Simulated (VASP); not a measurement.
Wanted: the native input for a VASP 6.6.1 run.

```
Task                   : single point
Functional             : PBE
Potentials or basis    : VASP PAW PBE potentials, release 64 (Mg, O)
Cutoff                 : 520 eV
k mesh                 : 8 × 8 × 8
Occupations            : gaussian, width 0.05 eV
Spin                   : no spin polarisation
Dipole correction      : no
Further INCAR settings : ALGO = Normal; EDIFF = 1e-07; NBANDS = 16
```

The structure of MgO lies in POSCAR:

```
MgO
1.0
    3.0078233108      0.0000000000      0.0000000000
    0.0000000000      3.0078233108      0.0000000000
    0.0000000000      0.0000000000      4.2537045194
Mg O
2 2
Direct
    0.0000000000      0.0000000000      0.0000000000
    0.5000000000      0.5000000000      0.5000000000
    0.0000000000      0.0000000000      0.5000000000
    0.5000000000      0.5000000000      0.0000000000
```

These files were run (other wordings do the same):

INCAR

```
PREC = Accurate
ENCUT = 520
EDIFF = 1E-7
ISMEAR = 0
SIGMA = 0.05
LREAL = False
LASPH = True
NELM = 60
ALGO = Normal
ISIF = 2
LWAVE = False
LCHARG = True
GGA = PE
LELF = True
LVHAR = True
NBANDS = 16
```

KPOINTS

```
Automatic mesh
0
Gamma
  8 8 8
```

Potentials or basis: VASP PAW PBE potentials, release 64 (Mg, O).

Run with:

```bash
$ cat potpaw_PBE.64/Mg/POTCAR potpaw_PBE.64/O/POTCAR > POTCAR
$ mpirun -np 1 vasp_std > vasp.out
```

Results of the run:

- Pressure: -0.7 GPa
- Band gap on the k mesh: 4.44 eV

It took 35 s on 1 thread of Intel(R) Xeon(R) Platinum 8488C (Sapphire Rapids) (shared host), peak memory 0.17 GiB.
